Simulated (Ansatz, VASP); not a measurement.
Two plane-wave programs on C

```
C
1.0
     1.18819   -1.70129    0.00000
     1.18819    1.70129    0.00000
     0.00000    0.00000    4.88435
C
3
Direct
  0.50000 0.50000 0.69058
  0.50000 0.50000 0.30942
  0.00000 0.00000 0.50000
```

Alike in both runs: task relaxation of cell and atoms; functional PBE; k mesh 8 × 8 × 4; occupations gaussian, width 0.1 eV; no spin polarisation.

|  | VASP | Ansatz |
| --- | --- | --- |
| version | VASP 6.6.1 | Ansatz 0.2.0 |
| potentials or method | VASP PAW PBE potentials, release 64 (C_h), cutoff 910 eV | scalar-relativistic, plane waves, PAW |
| valence electrons in the cell | 12 | 12 |

```tsv
	VASP	Ansatz	Ansatz less VASP
gap on the k mesh at the Fermi level, each at its own relaxed structure (eV)	none	none	-
relaxed volume (Å³/atom)	9.17	9.99	+0.815
relaxed cell length with the largest relative difference (Å)	2.827	3.907	+1.0802
```

A gap of «none» marks a metal or a gap that the smearing closes. One of these differences is far larger than is usual between the two programs; its cause wasn't traced.

The k mesh is coarse, so the values compare programs but aren't converged. Noted on VASP's run: the cutoff is short for stress, so the pressure is rough; the volume moved by over 15 % at a fixed basis, so the end points are rough.
